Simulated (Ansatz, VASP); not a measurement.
## Two plane-wave programs on PbS

```
Pb S
1.0
     4.08970    0.00000    0.00000
    -2.04485    3.54178    0.00000
     0.00000    0.00000    3.78817
Pb S
1 1
Direct
  0.00000 0.00000 0.00000
  0.66667 0.33333 0.50000
```

Alike in both runs: functional PBE; k mesh 6 × 6 × 5; occupations fermi-dirac, width 0.05 eV; non-collinear spin, spin-orbit coupling.

|  | VASP | Ansatz |
| --- | --- | --- |
| version | VASP 6.6.1 | Ansatz 0.2.0 |
| potentials or method | VASP PAW PBE potentials, release 64 (Pb_d, S) | Ansatz PAW |
| plane-wave cutoff (eV) | 520 | 420 |
| valence electrons in the cell | 20 | 20 |
| task | single point | band structure |

Ansatz gave:

| Quantity | Value |
| --- | --- |
| pressure (GPa) | -0.4 |
| traceless stress, the component that is largest in VASP (GPa) | 0.33 |
| net moment per atom (μB) | 0.00 |

Problem. Which values does VASP return?

Solution. Pressure (GPa): -0.4; traceless stress, the component that is largest in VASP (GPa): 0.31; net moment per atom (μB): 0.00.
